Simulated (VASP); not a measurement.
Write the native input for VASP 6.6.1 that does the following.

```yaml
Task: single point
Functional: PBE
Potentials_or_basis: VASP PAW PBE potentials, release 64 (Co, Si)
Cutoff: 520 eV
k_mesh: 3 × 3 × 2
Occupations: methfessel-paxton, width 0.1 eV
Spin: no spin polarisation
Dipole_correction: no
Further_INCAR_settings: LREAL = Auto; ALGO = Normal; EDIFF = 1e-06; NBANDS = 126
```

The structure of CoSi2 lies in POSCAR:

```
CoSi2
1.0
    0.0000000000      5.3602887450      5.3602887450
    5.3602887450      0.0000000000      5.3602887450
    8.0404331175      8.0404331175      0.0000000000
Co Si
12 24
Direct
    0.0000000000      0.0000000000      0.0000000000
    0.0000000000      0.0000000000      0.3333333333
    0.0000000000      0.0000000000      0.6666666667
    0.0000000000      0.5000000000      0.0000000000
    0.0000000000      0.5000000000      0.3333333333
    0.0000000000      0.5000000000      0.6666666667
    0.5000000000      0.0000000000      0.0000000000
    0.5000000000      0.0000000000      0.3333333333
    0.5000000000      0.0000000000      0.6666666667
    0.5000000000      0.5000000000      0.0000000000
    0.5000000000      0.5000000000      0.3333333333
    0.5000000000      0.5000000000      0.6666666667
    0.3750000000      0.3750000000      0.2500000000
    0.1250000000      0.1250000000      0.0833333333
    0.3750000000      0.3750000000      0.5833333333
    0.1250000000      0.1250000000      0.4166666667
    0.3750000000      0.3750000000      0.9166666667
    0.1250000000      0.1250000000      0.7500000000
    0.3750000000      0.8750000000      0.2500000000
    0.1250000000      0.6250000000      0.0833333333
    0.3750000000      0.8750000000      0.5833333333
    0.1250000000      0.6250000000      0.4166666667
    0.3750000000      0.8750000000      0.9166666667
    0.1250000000      0.6250000000      0.7500000000
    0.8750000000      0.3750000000      0.2500000000
    0.6250000000      0.1250000000      0.0833333333
    0.8750000000      0.3750000000      0.5833333333
    0.6250000000      0.1250000000      0.4166666667
    0.8750000000      0.3750000000      0.9166666667
    0.6250000000      0.1250000000      0.7500000000
    0.8750000000      0.8750000000      0.2500000000
    0.6250000000      0.6250000000      0.0833333333
    0.8750000000      0.8750000000      0.5833333333
    0.6250000000      0.6250000000      0.4166666667
    0.8750000000      0.8750000000      0.9166666667
    0.6250000000      0.6250000000      0.7500000000
```

The input as run:

INCAR

```
SYSTEM = CoSi2
PREC     = Accurate       ! precision mode
ENCUT    = 520            ! plane-wave cutoff, eV
EDIFF    = 1E-6           ! SCF threshold, eV
ISMEAR   = 1              ! smearing method
SIGMA    = 0.1            ! smearing width, eV
LREAL    = Auto         
LASPH    = .True.         ! aspherical terms in the spheres
NELM     = 100            ! most SCF steps
ALGO     = Normal         ! electronic algorithm
ISIF     = 2              ! what is computed and relaxed
LWAVE    = .False.        ! write WAVECAR
LCHARG   = .False.        ! write CHGCAR
GGA      = PE             ! functional
NBANDS   = 126            ! bands
```

KPOINTS

```
Automatic mesh
0
Gamma
  3 3 2
  0 0 0
```

Potentials or basis: VASP PAW PBE potentials, release 64 (Co, Si).

Command:

```console
$ cat potpaw_PBE.64/Co/POTCAR potpaw_PBE.64/Si/POTCAR > POTCAR
$ mpirun -np 1 vasp_std > vasp.out
```

It gave:

| Property | Result |
| --- | --- |
| Pressure | -0.2 GPa |
| Band gap on the k mesh | zero (bands 102 and 103 overlap by 0.69 eV) |

Wall time 18 min on 1 thread of Intel(R) Xeon(R) Platinum 8488C (Sapphire Rapids) (shared host), peak memory 0.76 GiB.
